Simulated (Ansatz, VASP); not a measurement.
Two plane-wave programs on Sc12F

```
Sc F
1.0
     6.62000    0.00000    0.00000
    -4.96500    8.59963    0.00000
     0.00000    0.00000    5.27614
Sc F
12 1
Direct
  0.99957 0.00126 0.00020
  0.16693 0.22086 0.49738
  0.99721 0.33291 0.99989
  0.16853 0.55125 0.49881
  0.99532 0.66810 0.99815
  0.16834 0.89033 0.49962
  0.49844 0.00401 0.00143
  0.67094 0.22385 0.49766
  0.50049 0.33579 0.00126
  0.67046 0.55562 0.49910
  0.49807 0.66491 0.00122
  0.66952 0.88682 0.50189
  0.34095 0.78197 0.74617
```

Alike in both runs: functional LDA; k mesh 2 × 1 × 2; occupations fermi-dirac, width 0.1 eV; no spin polarisation.

Ansatz relaxed the structure, and its values are those at the end. VASP's run is a single point on that final structure, the one shown.

|  | VASP | Ansatz |
| --- | --- | --- |
| version | VASP 6.6.1 | Ansatz 0.2.0 |
| potentials or method | VASP PAW LDA potentials, release 64 (Sc_sv, F), cutoff 520 eV | scalar-relativistic, plane waves, PAW |
| valence electrons in the cell | 139 | 139 |

|  | VASP | Ansatz | Ansatz less VASP |
| --- | --- | --- | --- |
| rms of the force components (eV/Å) | 0.026 | 0.023 | -0.0029 |

LDA's correlation is that of Perdew and Zunger in VASP and of Perdew and Wang (1992) in Ansatz.

The k mesh is coarse, so the values compare programs but aren't converged.
